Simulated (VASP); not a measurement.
Write the native input for VASP 6.6.1 that does the following.

| Item | Value |
| --- | --- |
| Task | single point |
| Functional | PBE |
| Potentials or basis | VASP PAW PBE potentials, release 64 (Ga_d, Sb) |
| Cutoff | 520 eV |
| k mesh | 14 × 14 × 14 |
| Occupations | gaussian, width 0.15 eV |
| Spin | no spin polarisation |
| Dipole correction | no |
| Further INCAR settings | ALGO = Normal; EDIFF = 1e-07; NBANDS = 16 |

The structure of GaSb lies in POSCAR:

```
GaSb
1.0
    0.0000000000      3.1139385175      3.2847452716
    3.2847452716      0.0000000000      3.2847452716
    3.2847452716      3.1139385175      0.0000000000
Ga Sb
1 1
Direct
    0.0000000000      0.0000000000      0.0000000000
    0.7500000000      0.7500000000      0.7500000000
```

These files were run (other wordings do the same):

INCAR

```
PREC     = Accurate       # precision mode
ENCUT    = 520            # plane-wave cutoff, eV
EDIFF    = 1E-7           # SCF threshold, eV
ISMEAR   = 0              # smearing method
SIGMA    = 0.15           # smearing width, eV
LREAL    = False          # projectors in reciprocal space
LASPH    = True           # aspherical terms in the spheres
NELM     = 80             # most SCF steps
ALGO     = Normal         # electronic algorithm
ISIF     = 2              # what is computed and relaxed
LWAVE    = False          # write WAVECAR
LCHARG   = False          # write CHGCAR
GGA      = PE             # functional
NBANDS   = 16             # bands
```

KPOINTS

```
regular mesh
0
Gamma
  14 14 14
```

Potentials or basis: VASP PAW PBE potentials, release 64 (Ga_d, Sb).

Run with:

```console
$ cat potpaw_PBE.64/Ga_d/POTCAR potpaw_PBE.64/Sb/POTCAR > POTCAR
$ mpirun -np 1 vasp_std > vasp.out
```

Results of the run:

The pressure is -3.8 GPa and the band gap on the k mesh is 0.09 eV (least direct gap 0.25 eV).

Caveat: the cell stands under tension; spin-orbit coupling is left out, which moves the levels of the heavy elements.

It took 4.8 min on 1 thread of Intel Xeon 8259CL, with other jobs on the host, peak memory 0.42 GiB.
